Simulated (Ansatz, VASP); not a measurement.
# NaCl: VASP beside Ansatz

```
Na Cl
1.0
     2.86000    0.04290    0.04290
     0.04290    2.86000    0.04290
     0.04290    0.04290    2.86000
Na Cl
1 1
Direct
  0.00000 0.00000 0.00000
  0.50000 0.50000 0.50000
```

Change from the starting cell: equal xy, yz and zx shear strains of +3 %.

Alike in both runs: task single point; functional PBE; k mesh 9 × 9 × 9; occupations fermi-dirac, width 0.03 eV; no spin polarisation.

```csv
,VASP,Ansatz
version,VASP 6.6.1,Ansatz 0.2.0
potentials or method,"VASP PAW PBE potentials, release 64 (Na_pv, Cl), cutoff 520 eV","all-electron LAPW, scalar-relativistic"
```

|  | VASP | Ansatz | Ansatz less VASP |
| --- | --- | --- | --- |
| gap on the k mesh at the Fermi level (eV) | 4.77 | 4.72 | -0.049 |
| pressure (GPa) | 65.6 | 65.3 | -0.24 |
| traceless stress, the component that is largest in VASP (GPa) | -1.83 | -1.78 | +0.046 |

Both programs put the cell under a high pressure, so it lies far from rest at this level. Ansatz ran all-electron here, and VASP with PAW potentials.

Noted on VASP's run: the cell as given lies far from equilibrium.
